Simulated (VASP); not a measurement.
Set up this calculation in VASP 6.6.1, as the native input.

```yaml
Task: single point
Functional: PBE
Potentials_or_basis: VASP PAW PBE potentials, release 64 (Ta_pv, N)
Cutoff: 520 eV
k_mesh: 8 × 8 × 1
Occupations: gaussian, width 0.1 eV
Spin: no spin polarisation
Dipole_correction: yes
Further_INCAR_settings: ALGO = Normal; EDIFF = 1e-07; NBANDS = 32
```

The structure of Ta4N lies in POSCAR:

```
Ta4N
1.0
    3.3189671338      0.0000000000      0.0000000000
    0.0000000000      3.3189671338      0.0000000000
    0.0000000000      0.0000000000     20.2996559829
Ta N
4 1
Direct
    0.5000000000      0.5000000000      0.1970476743
    0.0000000000      0.0000000000      0.2787970186
    0.5000000000      0.5000000000      0.3599139064
    0.0000000000      0.0000000000      0.4334879365
    0.1250000000      0.2500000000      0.5078591782
```

These files were run (other wordings do the same):

INCAR

```
SYSTEM = Ta4N
ALGO = Normal
DIPOL = 0.5 0.5 0.355
EDIFF = 1E-7
ENCUT = 520
GGA = PE
IDIPOL = 3
ISIF = 2
ISMEAR = 0
LASPH = .True.
LCHARG = .False.
LDIPOL = .True.
LREAL = .False.
LWAVE = .False.
NBANDS = 32
NELM = 80
PREC = Accurate
SIGMA = 0.1
```

KPOINTS

```
k-points
0
Gamma
  8 8 1
  0 0 0
```

Potentials or basis: VASP PAW PBE potentials, release 64 (Ta_pv, N).

The run is started by

```console
$ cat potpaw_PBE.64/Ta_pv/POTCAR potpaw_PBE.64/N/POTCAR > POTCAR
$ mpirun -np 1 vasp_std > vasp.out
```

It gave:

```
Largest force          : 2.675 eV/Å
Band gap on the k mesh : zero (an odd number of electrons rules out a gap without spin polarisation)
```

Caveat: spin-orbit coupling is left out, which moves the levels of the heavy elements.

It took 6.4 min on 1 thread of Intel(R) Xeon(R) 6975P-C (Granite Rapids), with other jobs on the host, peak memory 0.46 GiB.
